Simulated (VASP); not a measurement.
Here is a VASP 6.6.1 calculation.

INCAR

```
SYSTEM = Si16As
  PREC = Accurate
  ENCUT = 520
  EDIFF = 1E-6
  ISMEAR = -1
  SIGMA = 0.02
  LREAL = Auto
  LASPH = .TRUE.
  NELM = 150
  ALGO = Normal
  ISIF = 2
  LWAVE = .FALSE.
  LCHARG = .FALSE.
  ISPIN = 2
  MAGMOM = 0 0 0 0 0 0 0 0 0 0 0 0 0 0 0 0 1
  LORBIT = 11
  GGA = CA
  IBRION = 2
  NSW = 80
  EDIFFG = -0.03
  KPAR = 2
```

Contents of KPOINTS:

```
Automatic mesh
0
G
  2 2 2
  0 0 0
```

File POSCAR:

```
Si16As
1.0
    0.0000000000      5.4300000000      5.4300000000
    5.4300000000      0.0000000000      5.4300000000
    5.4300000000      5.4300000000      0.0000000000
Si As
16 1
Direct
    0.0000000000      0.0000000000      0.0000000000
    0.1250000000      0.1250000000      0.1250000000
    0.0000000000      0.0000000000      0.5000000000
    0.1250000000      0.1250000000      0.6250000000
    0.0000000000      0.5000000000      0.0000000000
    0.1250000000      0.6250000000      0.1250000000
    0.0000000000      0.5000000000      0.5000000000
    0.1250000000      0.6250000000      0.6250000000
    0.5000000000      0.0000000000      0.0000000000
    0.6250000000      0.1250000000      0.1250000000
    0.5000000000      0.0000000000      0.5000000000
    0.6250000000      0.1250000000      0.6250000000
    0.5000000000      0.5000000000      0.0000000000
    0.6250000000      0.6250000000      0.1250000000
    0.5000000000      0.5000000000      0.5000000000
    0.6250000000      0.6250000000      0.6250000000
    0.3784091000      0.3865255000      0.8678451000
```

Potentials or basis: VASP PAW LDA potentials, release 64 (Si, As).

Command:

```bash
$ cat potpaw_LDA.64/Si/POTCAR potpaw_LDA.64/As/POTCAR > POTCAR
$ mpirun -np 4 vasp_std > vasp.out
```

(1) Estimate the energy gained by relaxing.

(2) Predict the net moment.

Answers

(1) 22.0 meV/atom.

(2) 0.00 μB per cell.

Caveat: the k points lie up to 0.50 Å⁻¹ apart.
